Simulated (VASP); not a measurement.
# Tm3C2 (P-4m2) in VASP: relaxation of cell and atoms with PBE

Aim: the relaxation of cell and atoms of Tm3C2 with PBE.

Program: VASP 6.6.1. These are calculated values, not measurements. Logs are shortened: lines on timing, memory, paths and dates and some standing lists are left out, and cuts for length are marked.

**1. The cell of the first run**

It takes space group P-4m2 (No. 115, tetragonal). The conventional cell has a = 3.512 Å, b = 3.512 Å, c = 6.984 Å, α = 90.00°, β = 90.00°, γ = 90.00°. Tm (site symmetry 2mm) has 5 C at 2.51 to 2.53 Å and 6 Tm at 3.03 to 3.22 Å within 3.3 Å. Within 3.6 Å of Tm (site symmetry -4m2) lie 4 C at 2.66 Å and 8 Tm at 3.03 to 3.51 Å. Within 3.3 Å of C (site symmetry 2mm) lie 7 Tm at 2.51 to 2.66 Å.

The cell was built from a structure type or drawn by symmetry, and may not be a known phase.

**2. Relaxation of cell and atoms, PBE**

Contents of INCAR:

```
SYSTEM = Tm3C2
PREC = Accurate
ENCUT = 600
EDIFF = 1E-7
ISMEAR = 0
SIGMA = 0.1
LREAL = .FALSE.
LASPH = .TRUE.
NELM = 200
ALGO = Normal
ISIF = 3
LWAVE = .FALSE.
LCHARG = .FALSE.
GGA = PE
IBRION = 2
NSW = 100
EDIFFG = -0.01
GGA_COMPAT = .FALSE.
NELMIN = 4
LMAXMIX = 6
```

Contents of KPOINTS:

```
regular mesh
0
G
  10 10 6
  0 0 0
```

Contents of POSCAR:

```
Tm3C2
1.0
    3.5118191961      0.0000000000      0.0000000000
    0.0000000000      3.5118191961      0.0000000000
    0.0000000000      0.0000000000      6.9841566975
Tm C
3 2
Direct
    0.0000000000      0.5000000000      0.3532051377
    0.5000000000      0.0000000000      0.6467948623
    0.5000000000      0.5000000000      0.0000000000
    0.5000000000      0.0000000000      0.2868561286
    0.0000000000      0.5000000000      0.7131438714
```

Potentials or basis: VASP PAW PBE potentials, release 64 (Tm_3, C), 4f in core.

On the command line:

```bash
$ cat potpaw_PBE.64/Tm_3/POTCAR potpaw_PBE.64/C/POTCAR > POTCAR
$ mpirun -np 1 vasp_std > vasp.out
```

OUTCAR:

```text
SYSTEM = Tm3C2
   PREC = Accurate
   ENCUT = 600
   EDIFF = 1E-7
   ISMEAR = 0
   LREAL = .FALSE.
   LASPH = .TRUE.
   NELM = 200
   ISIF = 3
   GGA = PE
   IBRION = 2
   NSW = 100
   EDIFFG = -0.01
   NELMIN = 4

 ion  position               nearest neighbor table
   1  0.000  0.500  0.353-   5 2.51   4 2.53   4 2.53   4 2.53   4 2.53   3 3.03   3 3.03   2 3.22
                             2 3.22   2 3.22   2 3.22
   2  0.500  0.000  0.647-   4 2.51   5 2.53   5 2.53   5 2.53   5 2.53   3 3.03   3 3.03   1 3.22
                             1 3.22   1 3.22   1 3.22
   3  0.500  0.500  0.000-   4 2.66   5 2.66   4 2.66   5 2.66   2 3.03   1 3.03   1 3.03   2 3.03

   4  0.500  0.000  0.287-   2 2.51   1 2.53   1 2.53   1 2.53   1 2.53   3 2.66   3 2.66
   5  0.000  0.500  0.713-   1 2.51   2 2.53   2 2.53   2 2.53   2 2.53   3 2.66   3 2.66

  LATTYP: Found a simple tetragonal cell.
 ALAT       =     3.5118191961
 C/A-ratio  =     1.9887574808

  Lattice vectors:

 A1 = (   3.5118191961,   0.0000000000,   0.0000000000)
 A2 = (   0.0000000000,   3.5118191961,   0.0000000000)
 A3 = (   0.0000000000,   0.0000000000,   6.9841566975)

Analysis of symmetry for initial positions (statically):
=====================================================================
 Subroutine PRICEL returns:
 Original cell was already a primitive cell.

 Routine SETGRP: Setting up the symmetry group for a
 simple tetragonal supercell.

 Subroutine GETGRP returns: Found  8 space group operations
 (whereof  8 operations were pure point group operations)
 out of a pool of 16 trial point group operations.

The static configuration has the point symmetry D_2d.

Analysis of symmetry for dynamics (positions and initial velocities):
=====================================================================
 Subroutine PRICEL returns:
 Original cell was already a primitive cell.

 Routine SETGRP: Setting up the symmetry group for a
 simple tetragonal supercell.

 Subroutine GETGRP returns: Found  8 space group operations
 (whereof  8 operations were pure point group operations)
 out of a pool of 16 trial point group operations.

The dynamic configuration has the point symmetry D_2d.

 Subroutine INISYM returns: Found  8 space group operations
 (whereof  8 operations are pure point group operations),
 and found     1 'primitive' translations

----------------------------------------------------------------------------------------

                                     Primitive cell

  volume of cell :      86.1347

  direct lattice vectors                    reciprocal lattice vectors
     3.511819196  0.000000000  0.000000000     0.284752701  0.000000000  0.000000000
     0.000000000  3.511819196  0.000000000     0.000000000  0.284752701  0.000000000
     0.000000000  0.000000000  6.984156697     0.000000000  0.000000000  0.143181209

  length of vectors
     3.511819196  3.511819196  6.984156697     0.284752701  0.284752701  0.143181209

  position of ions in fractional coordinates (direct lattice)
     0.000000000  0.500000000  0.353205138
     0.500000000  0.000000000  0.646794862
     0.500000000  0.500000000  0.000000000
     0.500000000  0.000000000  0.286856129
     0.000000000  0.500000000  0.713143871

  ion indices of the primitive-cell ions
   primitive index   ion index
                 1           1
                 2           2
                 3           3
                 4           4
                 5           5

----------------------------------------------------------------------------------------

 KPOINTS: regular mesh

Automatic generation of k-mesh.
 Grid dimensions read from file:
 generate k-points for:   10   10    6

 Generating k-lattice:

  Cartesian coordinates                     Fractional coordinates (reciprocal lattice)
     0.028475270  0.000000000  0.000000000     0.100000000  0.000000000  0.000000000
     0.000000000  0.028475270  0.000000000     0.000000000  0.100000000  0.000000000
     0.000000000  0.000000000  0.023863535     0.000000000  0.000000000  0.166666667

  Length of vectors
     0.028475270  0.028475270  0.023863535

  Shift w.r.t. Gamma in fractional coordinates (k-lattice)
     0.000000000  0.000000000  0.000000000

 Subroutine IBZKPT returns following result:
 ===========================================

 Found     84 irreducible k-points:

 Following reciprocal coordinates:
            Coordinates               Weight
  0.000000  0.000000  0.000000      1.000000
  0.100000  0.000000  0.000000      4.000000
  0.200000  0.000000  0.000000      4.000000
  0.300000  0.000000  0.000000      4.000000
  0.400000  0.000000  0.000000      4.000000
  0.500000  0.000000  0.000000      2.000000
[... 16 lines left out ...]
  0.100000  0.000000  0.166667      8.000000
  0.200000  0.000000  0.166667      8.000000
 [... further k-points ...]
   k-points           NKPTS =     84   k-points in BZ     NKDIM =     84   number of bands    NBANDS=     21
   number of dos      NEDOS =    301   number of ions     NIONS =      5
   total plane-waves  NPLWV =  43904
   dimension x,y,z NGX =    28 NGY =   28 NGZ =   56
   dimension x,y,z NGXF=    56 NGYF=   56 NGZF=  112
   ions per type =               3   2
   NGX,Y,Z   is equivalent  to a cutoff of  13.25, 13.25, 13.33 a.u.
   NGXF,Y,Z  is equivalent  to a cutoff of  26.51, 26.51, 26.66 a.u.
 SYSTEM =  Tm3C2
   PREC   = accura    normal or accurate (medium, high low for compatibility)
   ISTART =      0    job   : 0-new  1-cont  2-samecut
   ICHARG =      2    charge: 1-file 2-atom 10-const
   ISPIN  =      1    spin polarized calculation?
   LNONCOLLINEAR =      F non collinear calculations
   LSORBIT =      F    spin-orbit coupling
   LASPH  =      T    aspherical Exc in radial PAW
   ENCUT  =  600.0 eV  44.10 Ry    6.64 a.u.   7.01  7.01 13.95*2*pi/ulx,y,z
   NELM   =    200;   NELMIN=  4; NELMDL= -5     # of ELM steps
   EDIFF  = 0.1E-06   stopping-criterion for ELM
   LREAL  =      F    real-space projection
   EDIFFG = -.1E-01   stopping-criterion for IOM
   NSW    =    100    number of steps for IOM
   IBRION =      2    ionic relax: 0-MD 1-quasi-New 2-CG
   NFREE  =      1    steps in history (QN), initial steepest desc. (CG)
   ISIF   =      3    stress and relaxation
   ISYM   =      2    0-nonsym 1-usesym 2-fastsym
   POTIM  = 0.5000    time-step for ionic-motion
   TEBEG  =    0.0;   TEEND  =   0.0 temperature during run
   PSTRESS=    0.0 pullay stress
   NELECT =      35.0000    total number of electrons
   NUPDOWN=      -1.0000    fix difference up-down
   EMIN   =  10.00;   EMAX   =-10.00  energy-range for DOS
   EFERMI =   0.00;   METHOD = LEGACY
   ISMEAR =     0;   SIGMA  =   0.10  broadening in eV -4-tet -1-fermi 0-gaus
   EFERMI_NEDOS =   21; number of points for ismear=-14 and -15
   IALGO  =     38    algorithm
   IMIX   =      4    mixing-type and parameters
     AMIX     =   0.40;   BMIX     =  1.00
     AMIX_MAG =   1.60;   BMIX_MAG =  1.00
  volume/ion in A,a.u.               =      17.23       116.25
  Fermi-wavevector in a.u.,A,eV,Ry     =   1.212564  2.291414 20.004810  1.470312
  Thomas-Fermi vector in A             =   2.348044
   LORBIT       =      0    0 simple, 1 ext, 2 COOP (PROOUT), +10 PAW based schemes
   GGA     = PE    functional components
   LHFCALC =     F    Hartree Fock is set to
   AEXX    =    0.0000 exact exchange contribution
   IVDW    =     0    specifies the selected vdW correction
   LEPSILON=     F    determine dielectric tensor
   LRPA    =     F    only Hartree local field effects (RPA)
 conjugate gradient relaxation of ions
 non-spin polarized calculation
 Gauss-broadening in eV      SIGMA  =   0.10
  energy-cutoff  :      600.00
  volume of cell :       86.13
 maximum number of plane-waves:      2908
   NGX = 15   NGY = 15   NGZ = 27

--------------------------------------- Ionic step        1  -------------------------------------------

 number of electron      34.9999997 magnetization

 Free energy of the ion-electron system (eV)
  ---------------------------------------------------
  ext. energy  EPLUGINS =         0.00000000
  ---------------------------------------------------
  free energy    TOTEN  =       -31.64553952 eV

  energy without entropy =      -31.62748911  energy(sigma->0) =      -31.63651431

------------------------ aborting loop because EDIFF is reached ----------------------------------------

  FORCE on cell =-STRESS in cart. coord.  units (eV):
  Direction    XX          YY          ZZ          XY          YZ          ZX
  --------------------------------------------------------------------------------------
  -------------------------------------------------------------------------------------
  Total        0.3143969      0.3143969      0.0690851      0.0000000     -0.0000000      0.0000000
  in kB        5.8480440      5.8480440      1.2850399      0.0000000     -0.0000000      0.0000000
  external PRESSURE =       4.3270426 kB  Pullay stress =       0.0000000 kB
[... 102 lines left out ...]
  energy  without entropy=      -31.6283029735  energy(sigma->0) =      -31.63726013

--------------------------------------- Ionic step        4  -------------------------------------------

 number of electron      34.9999997 magnetization

 Free energy of the ion-electron system (eV)
  ---------------------------------------------------
  ext. energy  EPLUGINS =         0.00000000
  ---------------------------------------------------
  free energy    TOTEN  =       -31.64626756 eV

  energy without entropy =      -31.62848974  energy(sigma->0) =      -31.63737865

 E-fermi :   4.1555     XC(G=0): -11.0009

 val. band max:        4.1549455826   @ k =   0.0000   0.0000   0.5000
 cond. band min:       4.1703424801   @ k =   0.4000   0.4000   0.0000
 fundamental gap:      0.0153968974
 Fermi energy:         4.1555494594

 k-point     1 :       0.0000    0.0000    0.0000
  band No.  band energies     occupation
      1     -21.5324      2.00000
      2     -21.2337      2.00000
      3     -21.2337      2.00000
      4     -20.8101      2.00000
      5     -20.2521      2.00000
      6     -20.2521      2.00000
[... 550 lines left out ...]
      5     -20.4177      2.00000
      6     -20.2199      2.00000
[... 13 lines left out ...]
     20       5.4441      0.00000
     21       6.4628      0.00000

 [... further k-points ...]
[... 5 lines left out ...]
  --------------------------------------------------------------------------------------
  -------------------------------------------------------------------------------------
  Total       -0.0001962     -0.0001962     -0.0275834      0.0000000     -0.0000000      0.0000000
  in kB       -0.0036351     -0.0036351     -0.5110618      0.0000000     -0.0000000      0.0000000
  external PRESSURE =      -0.1727773 kB  Pullay stress =       0.0000000 kB
[... 20 lines left out ...]
  FREE ENERGIE OF THE ION-ELECTRON SYSTEM (eV)
  ---------------------------------------------------
  free  energy   TOTEN  =       -31.6462675550 eV

  energy  without entropy=      -31.6284897405  energy(sigma->0) =      -31.63737865

 reached required accuracy - stopping structural energy minimisation
```

Run time: 3.2 min. Hardware: 1 thread of Intel Xeon 6975P-C (Granite Rapids), shared host; peak memory 0.33 GiB.

What came out:

| Item | Value |
| --- | --- |
| Free energy | -31.6463 eV |
| Relaxed volume | 17.29 Å³/atom |
| Relaxed cell | a = 3.519 Å, b = 3.519 Å, c = 6.983 Å, α = 90.00°, β = 90.00°, γ = 90.00° |
| Space group after relaxing (to 0.1 Å) | P-4m2 (No. 115) |
| Energy gained by relaxing | 0.1 meV/atom |
| Ionic steps | 4 |
| Pressure after relaxing | 0.0 GPa |
| Largest force after relaxing | 0.009 eV/Å |
| Band gap on the k mesh | zero (an odd number of electrons rules out a gap without spin polarisation) |

Forces in eV/Å, atoms in the order of the input:
```
Tm   0.000  0.000  0.001
Tm   0.000  0.000 -0.001
Tm   0.000  0.000  0.000
C    0.000  0.000  0.009
C    0.000  0.000 -0.009
```

The path:
```tsv
step	energy change (eV)	largest force (eV/Å)	pressure (GPa)	volume (Å³)
1	0.0000	0.0365	0.43	86.13
2	-0.0005	0.0169	-0.31	86.72
3	-0.0007	0.0127	-0.05	86.51
4	-0.0007	0.0086	-0.02	86.47
```

Final structure:
```cif
data_structure
_symmetry_space_group_name_H-M 'P 1'
_symmetry_Int_Tables_number 1
_cell_length_a 3.5191
_cell_length_b 3.5191
_cell_length_c 6.9825
_cell_angle_alpha 90.000
_cell_angle_beta 90.000
_cell_angle_gamma 90.000
_cell_volume 86.47
loop_
_atom_site_label
_atom_site_type_symbol
_atom_site_fract_x
_atom_site_fract_y
_atom_site_fract_z
_atom_site_occupancy
Tm1 Tm 0.00000 0.50000 0.35298 1
Tm2 Tm 0.50000 0.00000 0.64702 1
Tm3 Tm 0.50000 0.50000 0.00000 1
C1 C 0.50000 0.00000 0.28696 1
C2 C 0.00000 0.50000 0.71304 1
```

Caveat: spin-orbit coupling is left out, which moves the levels of the heavy elements; the 4f electrons are frozen in the core, so they carry no moment and show no levels.
